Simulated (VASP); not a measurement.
# Nb2O (Pnnm) in VASP: further runs

Runs on Nb2O. Level: PBE. Tasks: single point, relaxation of cell and atoms.

Everything below comes from runs of VASP 6.6.1. Logs are shortened: lines on timing, memory, paths and dates and some standing lists are left out, and cuts for length are marked.

### Step 1. The cell of the first run

The structure is orthorhombic, space group Pnnm (No. 58). The conventional cell has a = 5.231 Å, b = 5.567 Å, c = 2.822 Å, α = 90.00°, β = 90.00°, γ = 90.00°. Nb (site symmetry m) has 3 O at 2.15 to 2.25 Å within 2.8 Å. Within 2.8 Å of O (site symmetry 2/m) lie 6 Nb at 2.15 to 2.25 Å.

### Step 2. Single point, PBE

Input file INCAR:

```
PREC = Accurate
ENCUT = 520
EDIFF = 1E-7
ISMEAR = 0
SIGMA = 0.1
LREAL = False
LASPH = True
NELM = 80
ALGO = Normal
ISIF = 2
LWAVE = False
LCHARG = False
GGA = PE
NBANDS = 41
```

Input file KPOINTS:

```
regular mesh
0
Gamma
  4 4 6
```

Input file POSCAR:

```
Nb2O
1.0
    5.2305573816      0.0000000000      0.0000000000
    0.0000000000      5.5671594777      0.0000000000
    0.0000000000      0.0000000000      2.8224785734
Nb O
4 2
Direct
    0.2211137904      0.3252964178      0.0000000000
    0.7788862096      0.6747035822      0.0000000000
    0.7211137904      0.1747035822      0.5000000000
    0.2788862096      0.8252964178      0.5000000000
    0.0000000000      0.0000000000      0.0000000000
    0.5000000000      0.5000000000      0.5000000000
```

Potentials or basis: VASP PAW PBE potentials, release 64 (Nb_sv, O).

Launch:

```console
cat potpaw_PBE.64/Nb_sv/POTCAR potpaw_PBE.64/O/POTCAR > POTCAR
mpirun -np 1 vasp_std > vasp.out
```

OUTCAR:

```text
PREC = Accurate
   ENCUT = 520
   EDIFF = 1E-7
   ISMEAR = 0
   LREAL = False
   LASPH = True
   NELM = 80
   ISIF = 2
   GGA = PE

 ion  position               nearest neighbor table
   1  0.221  0.325  0.000-   5 2.15   6 2.25   6 2.25   2 3.02
   2  0.779  0.675  0.000-   5 2.15   6 2.25   6 2.25   1 3.02
   3  0.721  0.175  0.500-   6 2.15   5 2.25   5 2.25   4 3.02
   4  0.279  0.825  0.500-   6 2.15   5 2.25   5 2.25   3 3.02
   5  0.000  0.000  0.000-   1 2.15   2 2.15   3 2.25   4 2.25   3 2.25   4 2.25
   6  0.500  0.500  0.500-   3 2.15   4 2.15   1 2.25   2 2.25   1 2.25   2 2.25

  LATTYP: Found a simple orthorhombic cell.
 ALAT       =     2.8224785734
 B/A-ratio  =     1.8531787738
 C/A-ratio  =     1.9724364005

  Lattice vectors:

 A1 = (   0.0000000000,   0.0000000000,   2.8224785734)
 A2 = (   5.2305573816,   0.0000000000,   0.0000000000)
 A3 = (   0.0000000000,   5.5671594777,   0.0000000000)

Analysis of symmetry for initial positions (statically):
=====================================================================
 Subroutine PRICEL returns:
 Original cell was already a primitive cell.

 Routine SETGRP: Setting up the symmetry group for a
 simple orthorhombic supercell.

 Subroutine GETGRP returns: Found  8 space group operations
 (whereof  4 operations were pure point group operations)
 out of a pool of  8 trial point group operations.

The static configuration has the point symmetry C_2h.
 The point group associated with its full space group is D_2h.

Analysis of symmetry for dynamics (positions and initial velocities):
=====================================================================
 Subroutine PRICEL returns:
 Original cell was already a primitive cell.

 Routine SETGRP: Setting up the symmetry group for a
 simple orthorhombic supercell.

 Subroutine GETGRP returns: Found  8 space group operations
 (whereof  4 operations were pure point group operations)
 out of a pool of  8 trial point group operations.

The dynamic configuration has the point symmetry C_2h.
 The point group associated with its full space group is D_2h.

 Subroutine INISYM returns: Found  8 space group operations
 (whereof  4 operations are pure point group operations),
 and found     1 'primitive' translations

----------------------------------------------------------------------------------------

                                     Primitive cell

  volume of cell :      82.1887

  direct lattice vectors                    reciprocal lattice vectors
     5.230557382  0.000000000  0.000000000     0.191184214  0.000000000  0.000000000
     0.000000000  5.567159478  0.000000000     0.000000000  0.179624817  0.000000000
     0.000000000  0.000000000  2.822478573     0.000000000  0.000000000  0.354298527

  length of vectors
     5.230557382  5.567159478  2.822478573     0.191184214  0.179624817  0.354298527

  position of ions in fractional coordinates (direct lattice)
     0.221113790  0.325296418  0.000000000
     0.778886210  0.674703582  0.000000000
     0.721113790  0.174703582  0.500000000
     0.278886210  0.825296418  0.500000000
     0.000000000  0.000000000  0.000000000
     0.500000000  0.500000000  0.500000000

  ion indices of the primitive-cell ions
   primitive index   ion index
                 1           1
                 2           2
                 3           3
                 4           4
                 5           5
                 6           6

----------------------------------------------------------------------------------------

 KPOINTS: regular mesh

Automatic generation of k-mesh.
 Grid dimensions read from file:
 generate k-points for:    4    4    6

 Generating k-lattice:

  Cartesian coordinates                     Fractional coordinates (reciprocal lattice)
     0.047796053  0.000000000  0.000000000     0.250000000  0.000000000  0.000000000
     0.000000000  0.044906204  0.000000000     0.000000000  0.250000000  0.000000000
     0.000000000  0.000000000  0.059049754     0.000000000  0.000000000  0.166666667

  Length of vectors
     0.047796053  0.044906204  0.059049754

  Shift w.r.t. Gamma in fractional coordinates (k-lattice)
     0.000000000  0.000000000  0.000000000

 Subroutine IBZKPT returns following result:
 ===========================================

 Found     36 irreducible k-points:

 Following reciprocal coordinates:
            Coordinates               Weight
  0.000000  0.000000  0.000000      1.000000
  0.250000  0.000000  0.000000      2.000000
  0.500000  0.000000  0.000000      1.000000
  0.000000  0.250000  0.000000      2.000000
  0.250000  0.250000  0.000000      4.000000
  0.500000  0.250000  0.000000      2.000000
[... 16 lines left out ...]
  0.250000  0.250000  0.333333      8.000000
  0.500000  0.250000  0.333333      4.000000
 [... further k-points ...]
   k-points           NKPTS =     36   k-points in BZ     NKDIM =     36   number of bands    NBANDS=     41
   number of dos      NEDOS =    301   number of ions     NIONS =      6
   total plane-waves  NPLWV =  40320
   dimension x,y,z NGX =    40 NGY =   42 NGZ =   24
   dimension x,y,z NGXF=    80 NGYF=   84 NGZF=   48
   ions per type =               4   2
   NGX,Y,Z   is equivalent  to a cutoff of  12.71, 12.54, 14.14 a.u.
   NGXF,Y,Z  is equivalent  to a cutoff of  25.43, 25.08, 28.27 a.u.
 SYSTEM =  unknown system
   PREC   = accura    normal or accurate (medium, high low for compatibility)
   ISTART =      0    job   : 0-new  1-cont  2-samecut
   ICHARG =      2    charge: 1-file 2-atom 10-const
   ISPIN  =      1    spin polarized calculation?
   LNONCOLLINEAR =      F non collinear calculations
   LSORBIT =      F    spin-orbit coupling
   LASPH  =      T    aspherical Exc in radial PAW
   ENCUT  =  520.0 eV  38.22 Ry    6.18 a.u.   9.73 10.35  5.25*2*pi/ulx,y,z
   NELM   =     80;   NELMIN=  2; NELMDL= -5     # of ELM steps
   EDIFF  = 0.1E-06   stopping-criterion for ELM
   LREAL  =      F    real-space projection
   EDIFFG = 0.1E-05   stopping-criterion for IOM
   NSW    =      0    number of steps for IOM
   IBRION =     -1    ionic relax: 0-MD 1-quasi-New 2-CG
   NFREE  =      0    steps in history (QN), initial steepest desc. (CG)
   ISIF   =      2    stress and relaxation
   ISYM   =      2    0-nonsym 1-usesym 2-fastsym
   POTIM  = 0.5000    time-step for ionic-motion
   TEBEG  =    0.0;   TEEND  =   0.0 temperature during run
   PSTRESS=    0.0 pullay stress
   NELECT =      64.0000    total number of electrons
   NUPDOWN=      -1.0000    fix difference up-down
   EMIN   =  10.00;   EMAX   =-10.00  energy-range for DOS
   EFERMI =   0.00;   METHOD = LEGACY
   ISMEAR =     0;   SIGMA  =   0.10  broadening in eV -4-tet -1-fermi 0-gaus
   EFERMI_NEDOS =   21; number of points for ismear=-14 and -15
   IALGO  =     38    algorithm
   IMIX   =      4    mixing-type and parameters
     AMIX     =   0.40;   BMIX     =  1.00
     AMIX_MAG =   1.60;   BMIX_MAG =  1.00
  volume/ion in A,a.u.               =      13.70        92.44
  Fermi-wavevector in a.u.,A,eV,Ry     =   1.506136  2.846183 30.864058  2.268444
  Thomas-Fermi vector in A             =   2.616893
   LORBIT       =      0    0 simple, 1 ext, 2 COOP (PROOUT), +10 PAW based schemes
   GGA     = PE    functional components
   LHFCALC =     F    Hartree Fock is set to
   AEXX    =    0.0000 exact exchange contribution
   IVDW    =     0    specifies the selected vdW correction
   LEPSILON=     F    determine dielectric tensor
   LRPA    =     F    only Hartree local field effects (RPA)
 non-spin polarized calculation
 Gauss-broadening in eV      SIGMA  =   0.10
  energy-cutoff  :      520.00
  volume of cell :       82.19
 maximum number of plane-waves:      2244
 NGX is ok and might be reduce to    40
   NGX = 19   NGY = 21   NGZ = 11

 number of electron      64.0000000 magnetization

 Free energy of the ion-electron system (eV)
  ---------------------------------------------------
  ext. energy  EPLUGINS =         0.00000000
  ---------------------------------------------------
  free energy    TOTEN  =       -57.91309182 eV

  energy without entropy =      -57.90361469  energy(sigma->0) =      -57.90835325

 E-fermi :  12.2315     XC(G=0): -12.6957

 val. band max:       12.1998247094   @ k =   0.5000   0.0000   0.3333
 cond. band min:      12.2919344406   @ k =   0.0000   0.2500   0.3333
 fundamental gap:      0.0921097312
 Fermi energy:        12.2315135837

 k-point     1 :       0.0000    0.0000    0.0000
  band No.  band energies     occupation
      1     -43.4916      2.00000
      2     -43.3815      2.00000
      3     -43.3672      2.00000
      4     -43.3242      2.00000
      5     -20.4491      2.00000
      6     -19.9302      2.00000
[... 33 lines left out ...]
     40      15.6411      0.00000
     41      15.7470      0.00000

 k-point     2 :       0.2500    0.0000    0.0000
  band No.  band energies     occupation
      1     -43.4741      2.00000
      2     -43.3866      2.00000
      3     -43.3726      2.00000
      4     -43.3316      2.00000
      5     -20.3735      2.00000
      6     -20.0242      2.00000
[... 33 lines left out ...]
     40      15.0099      0.00000
     41      15.3734      0.00000

 k-point     3 :       0.5000    0.0000    0.0000
  band No.  band energies     occupation
      1     -43.4312      2.00000
      2     -43.4312      2.00000
      3     -43.3515      2.00000
      4     -43.3515      2.00000
      5     -20.2080      2.00000
      6     -20.2080      2.00000
[... 33 lines left out ...]
     40      14.6487      0.00000
     41      15.2657      0.00000

 k-point     4 :       0.0000    0.2500    0.0000
  band No.  band energies     occupation
      1     -43.4768      2.00000
      2     -43.3998      2.00000
      3     -43.3597      2.00000
      4     -43.3286      2.00000
      5     -20.3612      2.00000
      6     -19.9436      2.00000
[... 825 lines left out ...]
     40      14.9064      0.00000
     41      15.1963      0.00000

 k-point    23 :       0.2500    0.2500    0.3333
  band No.  band energies     occupation
      1     -43.3404      2.00000
      2     -43.3005      2.00000
      3     -43.2863      2.00000
      4     -43.2733      2.00000
      5     -20.0686      2.00000
      6     -19.9528      2.00000
[... 33 lines left out ...]
     40      14.6474      0.00000
     41      15.0293      0.00000

 k-point    24 :       0.5000    0.2500    0.3333
  band No.  band energies     occupation
      1     -43.3173      2.00000
      2     -43.3173      2.00000
      3     -43.2830      2.00000
      4     -43.2830      2.00000
      5     -20.0269      2.00000
      6     -20.0269      2.00000
[... 33 lines left out ...]
     40      14.8179      0.00000
     41      14.9836      0.00000

 [... further k-points ...]

------------------------ aborting loop because EDIFF is reached ----------------------------------------

  FORCE on cell =-STRESS in cart. coord.  units (eV):
  Direction    XX          YY          ZZ          XY          YZ          ZX
  --------------------------------------------------------------------------------------
  -------------------------------------------------------------------------------------
  Total       -0.2041931     -0.2723470     -0.2899743      0.0000000      0.0000000      0.0000000
  in kB       -3.9805159     -5.3091007     -5.6527235      0.0000000      0.0000000      0.0000000
  external PRESSURE =      -4.9807800 kB  Pullay stress =       0.0000000 kB

 VOLUME and BASIS-vectors are now :
 -----------------------------------------------------------------------------
  energy-cutoff  :      520.00
  volume of cell :       82.19
      direct lattice vectors                 reciprocal lattice vectors
     5.230557382  0.000000000  0.000000000     0.191184214  0.000000000  0.000000000
     0.000000000  5.567159478  0.000000000     0.000000000  0.179624817  0.000000000
     0.000000000  0.000000000  2.822478573     0.000000000  0.000000000  0.354298527

 POSITION                                       TOTAL-FORCE (eV/Angst)
 -----------------------------------------------------------------------------------
      1.15655      1.81098      0.00000        -0.002487     -0.010627      0.000000
      4.07401      3.75618      0.00000         0.002487      0.010627      0.000000
      3.77183      0.97260      1.41124        -0.002487      0.010627      0.000000
      1.45873      4.59456      1.41124         0.002487     -0.010627     -0.000000
      0.00000      0.00000      0.00000        -0.000000      0.000000      0.000000
      2.61528      2.78358      1.41124        -0.000000      0.000000      0.000000
 -----------------------------------------------------------------------------------
    total drift:                                0.000000      0.000000     -0.000000

  FREE ENERGIE OF THE ION-ELECTRON SYSTEM (eV)
  ---------------------------------------------------
  free  energy   TOTEN  =       -57.9130918221 eV

  energy  without entropy=      -57.9036146871  energy(sigma->0) =      -57.90835325
```

Wall time 1.9 min (1 thread of Intel Xeon Platinum 8259CL at 2.50GHz (Skylake/Cascade Lake), shared host); peak memory 0.24 GiB.

What came out:

| Quantity | Value |
| --- | --- |
| Free energy | -57.9131 eV |
| Pressure | -0.5 GPa |
| Largest force | 0.011 eV/Å |
| Band gap on the k mesh | zero (band 32 reaches 12.51 eV, above the bottom of band 33 at 11.63 eV) |

Forces in eV/Å, atoms in the order of the input:
```
Nb  -0.002 -0.011  0.000
Nb   0.002  0.011  0.000
Nb  -0.002  0.011  0.000
Nb   0.002 -0.011  0.000
O    0.000  0.000  0.000
O    0.000  0.000  0.000
```

Caveat: the k points lie up to 0.37 Å⁻¹ apart.

### Step 3. Single point, PBE

Input file INCAR:

```
  PREC = Accurate
  ENCUT = 520
  EDIFF = 1E-6
  ISMEAR = 0
  SIGMA = 0.1
  LREAL = F
  LASPH = T
  NELM = 80
  ALGO = Normal
  ISIF = 2
  LWAVE = F
  LCHARG = T
  GGA = PE
  LELF = T
  LVHAR = T
  NBANDS = 41
```

Input file KPOINTS:

```
regular mesh
0
Gamma
  8 8 14
```

Input file POSCAR:

```
Nb2O
1.0
    5.2140168725      0.0000000000      0.0000000000
    0.0000000000      5.5552047483      0.0000000000
    0.0000000000      0.0000000000      2.8380587056
Nb O
4 2
Direct
    0.2231142279      0.3236484826      0.0000000000
    0.7768857721      0.6763515174      0.0000000000
    0.7231142279      0.1763515174      0.5000000000
    0.2768857721      0.8236484826      0.5000000000
    0.0000000000      0.0000000000      0.0000000000
    0.5000000000      0.5000000000      0.5000000000
```

Potentials or basis: VASP PAW PBE potentials, release 64 (Nb_sv, O).

Launch:

```console
cat potpaw_PBE.64/Nb_sv/POTCAR potpaw_PBE.64/O/POTCAR > POTCAR
mpirun -np 1 vasp_std > vasp.out
```

It took 9.9 min on 1 thread of Intel Xeon Platinum 8259CL at 2.50GHz (Skylake/Cascade Lake), shared host; peak memory 0.55 GiB.

It converged, with:

```yaml
Free_energy: -57.8728 eV
Pressure: -0.4 GPa
Largest_force: 0.004 eV/Å
Band_gap_on_the_k_mesh: zero (band 32 reaches 12.50 eV, above the bottom of band 33 at 11.62 eV)
```

Forces in eV/Å, atoms in the order of the input:
```
Nb   0.004  0.000  0.000
Nb  -0.004  0.000  0.000
Nb   0.004  0.000  0.000
Nb  -0.004  0.000  0.000
O    0.000  0.000  0.000
O    0.000  0.000  0.000
```

Levels at points of the mesh, in eV from the Fermi level:
| k point | band 29 | band 30 | band 31 | band 32 | band 33 | band 34 | band 35 | band 36 |
| --- | --- | --- | --- | --- | --- | --- | --- | --- |
| (0.00, 0.00, 0.00) | -1.57 | -1.43 | -1.24 | -0.50 | -0.25 | 0.34 | 0.38 | 0.66 |
| (0.50, 0.00, 0.00) | -1.79 | -1.79 | -1.48 | -1.48 | 0.83 | 0.83 | 1.18 | 1.18 |
| (0.00, 0.50, 0.00) | -1.75 | -1.75 | -1.14 | -1.14 | 0.68 | 0.68 | 1.00 | 1.00 |
| (0.50, 0.50, 0.00) | -2.09 | -2.09 | -2.00 | -2.00 | 1.26 | 1.26 | 1.70 | 1.70 |
| (0.00, 0.00, 0.50) | -1.68 | -1.68 | 0.12 | 0.12 | 0.70 | 0.70 | 1.14 | 1.14 |
| (0.50, 0.00, 0.50) | -2.21 | -2.21 | -0.67 | -0.67 | -0.14 | -0.14 | 1.64 | 1.64 |
| (0.00, 0.50, 0.50) | -2.13 | -2.13 | 0.26 | 0.26 | 1.55 | 1.55 | 2.04 | 2.04 |
| (0.50, 0.50, 0.50) | -1.25 | -1.25 | -0.76 | -0.76 | 1.53 | 1.53 | 2.03 | 2.03 |

[end of part 1 of 2]
